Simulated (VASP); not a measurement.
# LiNbO3 (R-3c) in VASP: further runs, part 2 of 2

VASP 6.6.1. The steps go on from the part before.

## 5. Single point, PBE (10.86 Å³/atom, c/a of the conventional cell at fixed volume 2.4652)

Contents of INCAR:

```
SYSTEM = LiNbO3
PREC = Accurate ; ENCUT = 520
EDIFF = 1E-6 ; ISMEAR = 0
SIGMA = 0.05 ; LREAL = .False.
LASPH = .True. ; NELM = 80
ALGO = Normal ; ISIF = 2
LWAVE = .False. ; LCHARG = .False.
GGA = PE ; NBANDS = 45
```

Contents of KPOINTS:

```
regular mesh
0
Gamma
  6 6 6
  0 0 0
```

Contents of POSCAR:

```
LiNbO3
1.0
    2.6722716124      1.5428367348      4.3917893192
   -2.6722716124      1.5428367348      4.3917893192
    0.0000000000     -3.0856734694      4.3917893192
Li Nb O
2 2 6
Direct
    0.2500000000      0.2500000000      0.2500000000
    0.7500000000      0.7500000000      0.7500000000
    0.0000000000      0.0000000000      0.0000000000
    0.5000000000      0.5000000000      0.5000000000
    0.1303353734      0.3696646266      0.7500000000
    0.7500000000      0.1303353734      0.3696646266
    0.3696646266      0.7500000000      0.1303353734
    0.8696646266      0.6303353734      0.2500000000
    0.2500000000      0.8696646266      0.6303353734
    0.6303353734      0.2500000000      0.8696646266
```

Potentials or basis: VASP PAW PBE potentials, release 64 (Li_sv, Nb_sv, O).

Run with:

```
cat potpaw_PBE.64/Li_sv/POTCAR potpaw_PBE.64/Nb_sv/POTCAR potpaw_PBE.64/O/POTCAR > POTCAR
mpirun -np 1 vasp_std > vasp.out
```

OUTCAR:

```text
SYSTEM = LiNbO3
   PREC = Accurate
   ENCUT = 520
   EDIFF = 1E-6
   ISMEAR = 0
   LREAL = .False.
   LASPH = .True.
   NELM = 80
   ISIF = 2
   GGA = PE

 ion  position               nearest neighbor table
   1  0.250  0.250  0.250-   9 2.03  10 2.03   8 2.03
   2  0.750  0.750  0.750-   6 2.03   7 2.03   5 2.03
   3  0.000  0.000  0.000-   6 2.00   9 2.00   8 2.00   5 2.00   7 2.00  10 2.00
   4  0.500  0.500  0.500-   7 2.00  10 2.00   8 2.00   5 2.00   9 2.00   6 2.00
   5  0.130  0.370  0.750-   3 2.00   4 2.00   2 2.03
   6  0.750  0.130  0.370-   3 2.00   4 2.00   2 2.03
   7  0.370  0.750  0.130-   4 2.00   3 2.00   2 2.03
   8  0.870  0.630  0.250-   3 2.00   4 2.00   1 2.03
   9  0.250  0.870  0.630-   3 2.00   4 2.00   1 2.03
  10  0.630  0.250  0.870-   4 2.00   3 2.00   1 2.03

  LATTYP: Found a trigonal (rhomboedric) cell.
 ALAT       =     5.3674196952
 COS(alpha) =     0.5042530156

  Lattice vectors:

 A1 = (   2.6722716124,   1.5428367348,   4.3917893192)
 A2 = (  -2.6722716124,   1.5428367348,   4.3917893192)
 A3 = (   0.0000000000,  -3.0856734694,   4.3917893192)

Analysis of symmetry for initial positions (statically):
=====================================================================
 Subroutine PRICEL returns:
 Original cell was already a primitive cell.

 Routine SETGRP: Setting up the symmetry group for a
 trigonal (rhombohedral) supercell.

 Subroutine GETGRP returns: Found 12 space group operations
 (whereof  6 operations were pure point group operations)
 out of a pool of 12 trial point group operations.

The static configuration has the point symmetry S_6 .
 The point group associated with its full space group is D_3d.

Analysis of symmetry for dynamics (positions and initial velocities):
=====================================================================
 Subroutine PRICEL returns:
 Original cell was already a primitive cell.
[... 146 lines left out ...]
  volume/ion in A,a.u.               =      10.86        73.31
  Fermi-wavevector in a.u.,A,eV,Ry     =   1.400383  2.646339 26.681995  1.961071
  Thomas-Fermi vector in A             =   2.523349
   LORBIT       =      0    0 simple, 1 ext, 2 COOP (PROOUT), +10 PAW based schemes
   GGA     = PE    functional components
   LHFCALC =     F    Hartree Fock is set to
   AEXX    =    0.0000 exact exchange contribution
   IVDW    =     0    specifies the selected vdW correction
   LEPSILON=     F    determine dielectric tensor
   LRPA    =     F    only Hartree local field effects (RPA)
 non-spin polarized calculation
 Gauss-broadening in eV      SIGMA  =   0.05
  energy-cutoff  :      520.00
  volume of cell :      108.64
 maximum number of plane-waves:      2938
   NGX = 19   NGY = 19   NGZ = 19

 number of electron      67.9999988 magnetization

 Free energy of the ion-electron system (eV)
  ---------------------------------------------------
  ext. energy  EPLUGINS =         0.00000000
  ---------------------------------------------------
  free energy    TOTEN  =       -79.57351399 eV

  energy without entropy =      -79.57351399  energy(sigma->0) =      -79.57351399

 E-fermi :   4.0534     XC(G=0): -10.7032

 val. band max:        3.6575720922   @ k =   0.0000   0.0000   0.0000
 cond. band min:       6.0611487240   @ k =   0.0000   0.0000   0.0000
 fundamental gap:      2.4035766318
 Fermi energy:         4.0534200067

 k-point     1 :       0.0000    0.0000    0.0000
  band No.  band energies     occupation
      1     -50.9618      2.00000
      2     -50.9476      2.00000
      3     -39.5205      2.00000
      4     -39.5188      2.00000
      5     -27.1609      2.00000
      6     -27.1609      2.00000
[... 1141 lines left out ...]
     44      13.3115      0.00000
     45      13.6128      0.00000

 [... further k-points ...]
[... 5 lines left out ...]
  --------------------------------------------------------------------------------------
  -------------------------------------------------------------------------------------
  Total       -3.2687891     -3.2687891      4.2680387      0.0000000      0.0000000      0.0000000
  in kB      -48.2063404    -48.2063404     62.9427355      0.0000000      0.0000000      0.0000000
  external PRESSURE =     -11.1566484 kB  Pullay stress =       0.0000000 kB

 VOLUME and BASIS-vectors are now :
 -----------------------------------------------------------------------------
  energy-cutoff  :      520.00
  volume of cell :      108.64
      direct lattice vectors                 reciprocal lattice vectors
     2.672271612  1.542836735  4.391789319     0.187106729  0.108026120  0.075899209
    -2.672271612  1.542836735  4.391789319    -0.187106729  0.108026120  0.075899209
     0.000000000 -3.085673469  4.391789319     0.000000000 -0.216052241  0.075899209

 POSITION                                       TOTAL-FORCE (eV/Angst)
 -----------------------------------------------------------------------------------
      0.00000      0.00000      3.29384        -0.000000     -0.000000     -0.000000
      0.00000      0.00000      9.88153        -0.000000     -0.000000     -0.000000
      0.00000      0.00000      0.00000        -0.000000     -0.000000     -0.000000
      0.00000      0.00000      6.58768        -0.000000     -0.000000     -0.000000
     -0.63955     -1.54284      5.48974         0.142941     -0.000000      0.000000
      1.65591      0.21755      5.48974        -0.071471      0.123791     -0.000000
     -1.01636      1.32529      5.48974        -0.071471     -0.123791     -0.000000
      0.63955      1.54284      7.68563        -0.142941     -0.000000      0.000000
     -1.65591     -0.21755      7.68563         0.071471     -0.123791     -0.000000
      1.01636     -1.32529      7.68563         0.071471      0.123791     -0.000000
 -----------------------------------------------------------------------------------
    total drift:                               -0.000000      0.000000     -0.000000

  FREE ENERGIE OF THE ION-ELECTRON SYSTEM (eV)
  ---------------------------------------------------
  free  energy   TOTEN  =       -79.5735139886 eV

  energy  without entropy=      -79.5735139886  energy(sigma->0) =      -79.57351399
```

OSZICAR:

```text
N       E                     dE             d eps       ncg     rms          rms(c)
DAV:   1     0.722014713081E+03    0.72201E+03   -0.36672E+04  2880   0.159E+03
DAV:   2    -0.327959082832E+02   -0.75481E+03   -0.72862E+03  3767   0.541E+02
DAV:   3    -0.929422612413E+02   -0.60146E+02   -0.59658E+02  4304   0.141E+02
DAV:   4    -0.978959900716E+02   -0.49537E+01   -0.49372E+01  5072   0.370E+01
DAV:   5    -0.981469002087E+02   -0.25091E+00   -0.25079E+00  4424   0.594E+00    0.267E+01
DAV:   6    -0.796269194598E+02    0.18520E+02   -0.84037E+01  4112   0.523E+01    0.929E+00
DAV:   7    -0.795713409995E+02    0.55578E-01   -0.80277E+00  4616   0.152E+01    0.516E+00
DAV:   8    -0.795721623086E+02   -0.82131E-03   -0.91348E-01  4704   0.637E+00    0.183E+00
DAV:   9    -0.795691098173E+02    0.30525E-02   -0.13268E-01  3992   0.272E+00    0.995E-01
DAV:  10    -0.795740314132E+02   -0.49216E-02   -0.40254E-02  4040   0.149E+00    0.221E-01
DAV:  11    -0.795734385329E+02    0.59288E-03   -0.43637E-03  4113   0.487E-01    0.501E-02
DAV:  12    -0.795735216529E+02   -0.83120E-04   -0.42342E-04  4432   0.152E-01    0.264E-02
DAV:  13    -0.795735134989E+02    0.81540E-05   -0.99484E-05  4976   0.537E-02    0.142E-02
DAV:  14    -0.795735153477E+02   -0.18488E-05   -0.91014E-06  3816   0.250E-02    0.639E-03
DAV:  15    -0.795735139805E+02    0.13672E-05   -0.23583E-06  2652   0.137E-02    0.213E-03
DAV:  16    -0.795735139886E+02   -0.80827E-08   -0.48097E-07  1920   0.559E-03
   1 F= -.79573514E+02 E0= -.79573514E+02  d E =-.785475E-31
```

stdout:

```text
POSCAR found type information on POSCAR LiNbO
 POSCAR found :  3 types and      10 ions
 scaLAPACK will be used
 LDA part: xc-table for (Slater+PW92), standard interpolation
 POSCAR, INCAR and KPOINTS ok, starting setup
 FFT: planning ... GRIDC
 FFT: planning ... GRID_SOFT
 FFT: planning ... GRID
 WAVECAR not read
 entering main loop
```

It took 1.8 min on 1 thread of Intel Xeon 6975P-C (Granite Rapids), shared host; peak memory 0.3 GiB.

What came out:

- Free energy: -79.5735 eV
- Largest force: 0.143 eV/Å
- Band gap on the k mesh: 2.40 eV

Forces in eV/Å, atoms in the order of the input:
```
Li   0.000  0.000  0.000
Li   0.000  0.000  0.000
Nb   0.000  0.000  0.000
Nb   0.000  0.000  0.000
O    0.143  0.000  0.000
O   -0.071  0.124  0.000
O   -0.071 -0.124  0.000
O   -0.143  0.000  0.000
O    0.071 -0.124  0.000
O    0.071  0.124  0.000
```

Caveat: the cell differs from its parent crystal (c/a of the conventional cell at fixed volume 2.4652); the cutoff is under 1.25 times the usual one of these potentials, so pressure, stress and relaxed cells hold a basis-set (Pulay) error.

## 6. Overview

```tsv
cell	gap on the mesh (eV)	largest force (eV/Å)
a = 5.918 Å, angles 49.1°, 10 atoms, atomic positions A	1.87	0.11
a = 5.635 Å, angles 53.9°, 10 atoms, atomic positions B	2.38	0.94
a = 5.918 Å, angles 49.1°, 10 atoms, atomic positions B	1.88	1.02
a = 5.367 Å, angles 59.7°, 10 atoms, atomic positions A	2.40	0.14
```

Alike in all rows: task single point; level PBE; potentials or basis VASP PAW PBE potentials, release 64 (Li_sv, Nb_sv, O); no spin polarisation; k mesh 6 × 6 × 6; cutoff (eV) 520; smearing gaussian 0.05 eV.

Caveats: the cutoff is under 1.25 times the usual one of these potentials, so pressure, stress and relaxed cells hold a basis-set (Pulay) error; forces of over 1 eV/Å act on the atoms, so gaps and moduli don't describe the material at rest (at least some runs).

Total energies depend on the potentials used, so only differences within one code and one set of settings carry meaning.
